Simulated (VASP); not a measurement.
Input of a VASP 6.6.1 run:

INCAR

```
  ALGO = Normal
  EDIFF = 1E-6
  ENCUT = 520
  GGA = PE
  ISIF = 2
  ISMEAR = -1
  LASPH = T
  LCHARG = F
  LREAL = F
  LWAVE = F
  NBANDS = 16
  NELM = 80
  PREC = Accurate
  SIGMA = 0.05
```

File KPOINTS:

```
k-points
0
Gamma
  11 11 11
```

File POSCAR:

```
CdTe
1.0
    0.0000000000      3.0619247565      3.0619247565
    3.0619247565      0.0000000000      3.0619247565
    3.0619247565      3.0619247565      0.0000000000
Cd Te
1 1
Direct
    0.0000000000      0.0000000000      0.0000000000
    0.5000000000      0.5000000000      0.5000000000
```

Potentials or basis: VASP PAW PBE potentials, release 64 (Cd, Te).

Run with:

```sh
$ cat potpaw_PBE.64/Cd/POTCAR potpaw_PBE.64/Te/POTCAR > POTCAR
$ mpirun -np 1 vasp_std > vasp.out
```

(1) What does it give for the band gap on the k mesh?

(2) Predict the pressure.

Answers

(1) zero (band 9 reaches 3.92 eV, above the bottom of band 10 at 2.68 eV).

(2) 0.2 GPa.

Caveat: spin-orbit coupling is left out, which moves the levels of the heavy elements.
